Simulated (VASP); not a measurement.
## Ca: single point with PBEsol

Ca:

```
Ca
1.0
     0.00000    2.72732    2.72732
     2.72732    0.00000    2.72732
     2.72732    2.72732    0.00000
Ca
1
Direct
  0.00000 0.00000 0.00000
```

* Program: VASP 6.6.1
* Task: single point
* Functional: PBEsol
* Potentials or basis: VASP PAW PBE potentials, release 64 (Ca_sv)
* Cutoff: 520 eV
* k mesh: 14 × 14 × 14
* Occupations: gaussian, width 0.1 eV
* Spin: no spin polarisation

The pressure is 0.0 GPa and the band gap on the k mesh is zero (band 5 reaches 2.17 eV, above the bottom of band 6 at 1.92 eV).

Levels at points of the mesh, in eV from the Fermi level:
```
           k point  band 3  band 4  band 5  band 6  band 7  band 8
(0.00, 0.00, 0.00)  -22.73  -22.73   -4.10    2.38    2.38    2.38
(0.50, 0.00, 0.00)  -22.75  -22.75   -1.01   -0.12    2.27    2.27
(0.50, 0.50, 0.00)  -22.79  -22.79   -0.49    0.55    1.04    4.23
```

It took 28 s on 1 thread of Intel(R) Xeon(R) Platinum 8488C (Sapphire Rapids) (shared host), peak memory 0.19 GiB.

Caveat: the PAW data sets were made with another functional, which shifts forces and pressure a little.
